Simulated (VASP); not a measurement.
# TiC (I4mm) in VASP: single point with PBEsol

Aim: the single point of TiC with PBEsol.

All numbers are computed with VASP 6.6.1; they aren't measurements. Logs are shortened: lines on timing, memory, paths and dates and some standing lists are left out, and cuts for length are marked.

## (1) The cell of the first run

Symmetry: I4mm, No. 107, tetragonal system. The conventional cell has a = 3.036 Å, b = 3.036 Å, c = 4.293 Å, α = 90.00°, β = 90.00°, γ = 90.00°. Within 2.6 Å of Ti (site symmetry 4mm) lie 6 C at 1.95 to 2.35 Å. C (site symmetry 4mm) has 6 Ti at 1.95 to 2.35 Å within 2.6 Å.

## (2) Single point, PBEsol (atom 1 (Ti) moved by (-0.200, +0.000) A along x and z)

File INCAR:

```
SYSTEM = TiC
  PREC = Accurate
  ENCUT = 520
  EDIFF = 1E-7
  ISMEAR = 0
  SIGMA = 0.15
  LREAL = .FALSE.
  LASPH = .TRUE.
  NELM = 100
  ALGO = Normal
  ISIF = 2
  LWAVE = .FALSE.
  LCHARG = .FALSE.
  GGA = PS
  NBANDS = 15
```

File KPOINTS:

```
regular mesh
0
G
  24 24 24
  0 0 0
```

File POSCAR:

```
TiC
1.0
    0.0000000000      2.1466854843      2.1466854843
    2.1466854843      0.0000000000      2.1466854843
    2.1466854843      2.1466854843      0.0000000000
Ti C
1 1
Direct
    0.0465834426     -0.0465834426     -0.0465834426
    0.5000000000      0.5000000000      0.5000000000
```

Potentials or basis: VASP PAW PBE potentials, release 64 (Ti_sv, C).

Run with:

```bash
$ cat potpaw_PBE.64/Ti_sv/POTCAR potpaw_PBE.64/C/POTCAR > POTCAR
$ mpirun -np 1 vasp_std > vasp.out
```

OUTCAR:

```text
SYSTEM = TiC
   PREC = Accurate
   ENCUT = 520
   EDIFF = 1E-7
   ISMEAR = 0
   LREAL = .FALSE.
   LASPH = .TRUE.
   NELM = 100
   ISIF = 2
   GGA = PS

 ion  position               nearest neighbor table
   1  0.047  0.953  0.953-   2 1.95   2 2.16   2 2.16   2 2.16   2 2.16   2 2.35
   2  0.500  0.500  0.500-   1 1.95   1 2.16   1 2.16   1 2.16   1 2.16   1 2.35

  LATTYP: Found a face centered cubic cell.
 ALAT       =     4.2933709686

  Lattice vectors:

 A1 = (   0.0000000000,   2.1466854843,   2.1466854843)
 A2 = (   2.1466854843,   0.0000000000,   2.1466854843)
 A3 = (   2.1466854843,   2.1466854843,   0.0000000000)

Analysis of symmetry for initial positions (statically):
=====================================================================
 Subroutine PRICEL returns:
 Original cell was already a primitive cell.

 Routine SETGRP: Setting up the symmetry group for a
 face centered cubic supercell.

 Subroutine GETGRP returns: Found  8 space group operations
 (whereof  8 operations were pure point group operations)
 out of a pool of 48 trial point group operations.

The static configuration has the point symmetry C_4v.

Analysis of symmetry for dynamics (positions and initial velocities):
=====================================================================
 Subroutine PRICEL returns:
 Original cell was already a primitive cell.

 Routine SETGRP: Setting up the symmetry group for a
 face centered cubic supercell.

 Subroutine GETGRP returns: Found  8 space group operations
 (whereof  8 operations were pure point group operations)
 out of a pool of 48 trial point group operations.

The dynamic configuration has the point symmetry C_4v.

 Subroutine INISYM returns: Found  8 space group operations
 (whereof  8 operations are pure point group operations),
 and found     1 'primitive' translations

----------------------------------------------------------------------------------------

                                     Primitive cell

  volume of cell :      19.7850

  direct lattice vectors                    reciprocal lattice vectors
     0.000000000  2.146685484  2.146685484    -0.232917213  0.232917213  0.232917213
     2.146685484  0.000000000  2.146685484     0.232917213 -0.232917213  0.232917213
     2.146685484  2.146685484  0.000000000     0.232917213  0.232917213 -0.232917213

  length of vectors
     3.035871726  3.035871726  3.035871726     0.403424447  0.403424447  0.403424447

  position of ions in fractional coordinates (direct lattice)
     0.046583443  0.953416557  0.953416557
     0.500000000  0.500000000  0.500000000

  ion indices of the primitive-cell ions
   primitive index   ion index
                 1           1
                 2           2

----------------------------------------------------------------------------------------

 KPOINTS: regular mesh

Automatic generation of k-mesh.
 Grid dimensions read from file:
 generate k-points for:   24   24   24

 Generating k-lattice:

  Cartesian coordinates                     Fractional coordinates (reciprocal lattice)
    -0.009704884  0.009704884  0.009704884     0.041666667  0.000000000  0.000000000
     0.009704884 -0.009704884  0.009704884     0.000000000  0.041666667  0.000000000
     0.009704884  0.009704884 -0.009704884     0.000000000  0.000000000  0.041666667

  Length of vectors
     0.016809352  0.016809352  0.016809352

  Shift w.r.t. Gamma in fractional coordinates (k-lattice)
     0.000000000  0.000000000  0.000000000

 Subroutine IBZKPT returns following result:
 ===========================================

 Found   1063 irreducible k-points:

 Following reciprocal coordinates:
            Coordinates               Weight
  0.000000  0.000000  0.000000      1.000000
  0.041667  0.000000  0.000000      8.000000
  0.083333  0.000000  0.000000      8.000000
  0.125000  0.000000  0.000000      8.000000
  0.166667  0.000000  0.000000      8.000000
  0.208333  0.000000  0.000000      8.000000
[... 16 lines left out ...]
  0.000000  0.208333  0.041667      8.000000
  0.250000  0.041667  0.000000     16.000000
 [... further k-points ...]
   k-points           NKPTS =   1063   k-points in BZ     NKDIM =   1063   number of bands    NBANDS=     15
   number of dos      NEDOS =    301   number of ions     NIONS =      2
   total plane-waves  NPLWV =  13824
   dimension x,y,z NGX =    24 NGY =   24 NGZ =   24
   dimension x,y,z NGXF=    48 NGYF=   48 NGZF=   48
   ions per type =               1   1
   NGX,Y,Z   is equivalent  to a cutoff of  13.14, 13.14, 13.14 a.u.
   NGXF,Y,Z  is equivalent  to a cutoff of  26.29, 26.29, 26.29 a.u.
 SYSTEM =  TiC
   PREC   = accura    normal or accurate (medium, high low for compatibility)
   ISTART =      0    job   : 0-new  1-cont  2-samecut
   ICHARG =      2    charge: 1-file 2-atom 10-const
   ISPIN  =      1    spin polarized calculation?
   LNONCOLLINEAR =      F non collinear calculations
   LSORBIT =      F    spin-orbit coupling
   LASPH  =      T    aspherical Exc in radial PAW
   ENCUT  =  520.0 eV  38.22 Ry    6.18 a.u.   5.64  5.64  5.64*2*pi/ulx,y,z
   NELM   =    100;   NELMIN=  2; NELMDL= -5     # of ELM steps
   EDIFF  = 0.1E-06   stopping-criterion for ELM
   LREAL  =      F    real-space projection
   EDIFFG = 0.1E-05   stopping-criterion for IOM
   NSW    =      0    number of steps for IOM
   IBRION =     -1    ionic relax: 0-MD 1-quasi-New 2-CG
   NFREE  =      0    steps in history (QN), initial steepest desc. (CG)
   ISIF   =      2    stress and relaxation
   ISYM   =      2    0-nonsym 1-usesym 2-fastsym
   POTIM  = 0.5000    time-step for ionic-motion
   TEBEG  =    0.0;   TEEND  =   0.0 temperature during run
   PSTRESS=    0.0 pullay stress
   NELECT =      16.0000    total number of electrons
   NUPDOWN=      -1.0000    fix difference up-down
   EMIN   =  10.00;   EMAX   =-10.00  energy-range for DOS
   EFERMI =   0.00;   METHOD = LEGACY
   ISMEAR =     0;   SIGMA  =   0.15  broadening in eV -4-tet -1-fermi 0-gaus
   EFERMI_NEDOS =   21; number of points for ismear=-14 and -15
   IALGO  =     38    algorithm
   IMIX   =      4    mixing-type and parameters
     AMIX     =   0.40;   BMIX     =  1.00
     AMIX_MAG =   1.60;   BMIX_MAG =  1.00
  volume/ion in A,a.u.               =       9.89        66.76
  Fermi-wavevector in a.u.,A,eV,Ry     =   1.525234  2.882274 31.651750  2.326338
  Thomas-Fermi vector in A             =   2.633432
   LORBIT       =      0    0 simple, 1 ext, 2 COOP (PROOUT), +10 PAW based schemes
   GGA     = PS    functional components
   LHFCALC =     F    Hartree Fock is set to
   AEXX    =    0.0000 exact exchange contribution
   IVDW    =     0    specifies the selected vdW correction
   LEPSILON=     F    determine dielectric tensor
   LRPA    =     F    only Hartree local field effects (RPA)
 non-spin polarized calculation
 Gauss-broadening in eV      SIGMA  =   0.15
  energy-cutoff  :      520.00
  volume of cell :       19.78
 maximum number of plane-waves:       547
   NGX = 11   NGY = 11   NGZ = 11

 number of electron      16.0000001 magnetization

 Free energy of the ion-electron system (eV)
  ---------------------------------------------------
  ext. energy  EPLUGINS =         0.00000000
  ---------------------------------------------------
  free energy    TOTEN  =       -19.59731300 eV

  energy without entropy =      -19.59574266  energy(sigma->0) =      -19.59652783

 E-fermi :   9.6584     XC(G=0): -12.9778

 val. band max:        9.6362115815   @ k =   0.0000   0.3333   0.2500
 cond. band min:       9.6619042434   @ k =   0.0000   0.5000   0.4583
 fundamental gap:      0.0256926620
 Fermi energy:         9.6584054726

 k-point     1 :       0.0000    0.0000    0.0000
  band No.  band energies     occupation
      1     -46.6292      2.00000
      2     -22.7491      2.00000
      3     -22.7491      2.00000
      4     -22.7486      2.00000
      5      -2.8362      2.00000
      6       9.4709      1.92297
      7       9.4709      1.92297
      8       9.7408      0.43737
      9      10.2924      0.00000
     10      11.4070      0.00000
     11      12.2917      0.00000
     12      12.2917      0.00000
     13      13.3533      0.00000
     14      20.2946      0.00000
     15      23.4811      0.00000

 k-point     2 :       0.0417    0.0000    0.0000
  band No.  band energies     occupation
      1     -46.6277      2.00000
      2     -22.7594      2.00000
      3     -22.7500      2.00000
      4     -22.7493      2.00000
      5      -2.7951      2.00000
      6       9.2164      1.99997
      7       9.4213      1.97458
      8       9.8409      0.08533
      9      10.3014      0.00000
     10      11.2084      0.00000
     11      12.1991      0.00000
     12      12.5982      0.00000
     13      13.5534      0.00000
     14      20.3674      0.00000
     15      23.5139      0.00000

 k-point     3 :       0.0833    0.0000    0.0000
  band No.  band energies     occupation
      1     -46.6235      2.00000
      2     -22.7888      2.00000
      3     -22.7529      2.00000
      4     -22.7521      2.00000
      5      -2.6732      2.00000
      6       8.7768      2.00000
      7       9.2524      1.99987
      8       9.7719      0.28458
      9      10.3744      0.00000
     10      10.9681      0.00000
     11      12.0925      0.00000
     12      13.1798      0.00000
     13      13.9944      0.00000
     14      20.5673      0.00000
     15      23.5918      0.00000
[... 343 lines left out ...]
 k-point    23 :       0.0000    0.2083    0.0417
  band No.  band energies     occupation
      1     -46.6002      2.00000
      2     -22.9427      2.00000
      3     -22.7764      2.00000
      4     -22.7651      2.00000
      5      -1.9550      2.00000
      6       7.3280      2.00000
      7       8.4096      2.00000
      8       8.4148      2.00000
      9      10.7474      0.00000
     10      11.2974      0.00000
     11      12.5051      0.00000
     12      14.5981      0.00000
     13      15.7178      0.00000
     14      21.2155      0.00000
     15      23.7735      0.00000

 k-point    24 :       0.2500    0.0417    0.0000
  band No.  band energies     occupation
      1     -46.5895      2.00000
      2     -23.0136      2.00000
      3     -22.7832      2.00000
      4     -22.7726      2.00000
      5      -1.5919      2.00000
      6       6.6947      2.00000
      7       7.8328      2.00000
      8       8.3107      2.00000
      9      11.0482      0.00000
     10      11.4059      0.00000
     11      12.4827      0.00000
     12      15.5183      0.00000
     13      16.1062      0.00000
     14      21.0962      0.00000
     15      24.0318      0.00000

 [... further k-points ...]
[... 5 lines left out ...]
  --------------------------------------------------------------------------------------
  -------------------------------------------------------------------------------------
  Total        1.8472296      0.0903624      0.0903624      0.0000000      0.0000000      0.0000000
  in kB      149.5878100      7.3175048      7.3175048      0.0000000      0.0000000      0.0000000
  external PRESSURE =      54.7409399 kB  Pullay stress =       0.0000000 kB

 VOLUME and BASIS-vectors are now :
 -----------------------------------------------------------------------------
  energy-cutoff  :      520.00
  volume of cell :       19.78
      direct lattice vectors                 reciprocal lattice vectors
     0.000000000  2.146685484  2.146685484    -0.232917213  0.232917213  0.232917213
     2.146685484  0.000000000  2.146685484     0.232917213 -0.232917213  0.232917213
     2.146685484  2.146685484  0.000000000     0.232917213  0.232917213 -0.232917213

 POSITION                                       TOTAL-FORCE (eV/Angst)
 -----------------------------------------------------------------------------------
      4.09337      2.14669      2.14669         2.186215      0.000000      0.000000
      2.14669      2.14669      2.14669        -2.186215      0.000000      0.000000
 -----------------------------------------------------------------------------------
    total drift:                                0.000087      0.000000      0.000000

  FREE ENERGIE OF THE ION-ELECTRON SYSTEM (eV)
  ---------------------------------------------------
  free  energy   TOTEN  =       -19.5973130031 eV

  energy  without entropy=      -19.5957426583  energy(sigma->0) =      -19.59652783
```

Wall time 2.3 min (1 thread of AMD EPYC 9R45 (Zen 5), shared host); peak memory 0.38 GiB.

Results:

* Free energy: -19.5973 eV
* Pressure: 5.5 GPa
* Largest force: 2.186 eV/Å
* Band gap on the k mesh: zero (bands 8 and 9 overlap by 1.06 eV)

Forces in eV/Å, atoms in the order of the input:
```
Ti   2.186  0.000  0.000
C   -2.186  0.000  0.000
```

Caveat: the cell differs from its parent crystal (atom 1 (Ti) moved by (-0.200, +0.000) A along x and z); the stress differs along the axes, from 1 to 15 GPa; the PAW data sets were made with another functional, which shifts forces and pressure a little.

The gap in the log of VASP goes by the Fermi energy; the results here count the filled bands.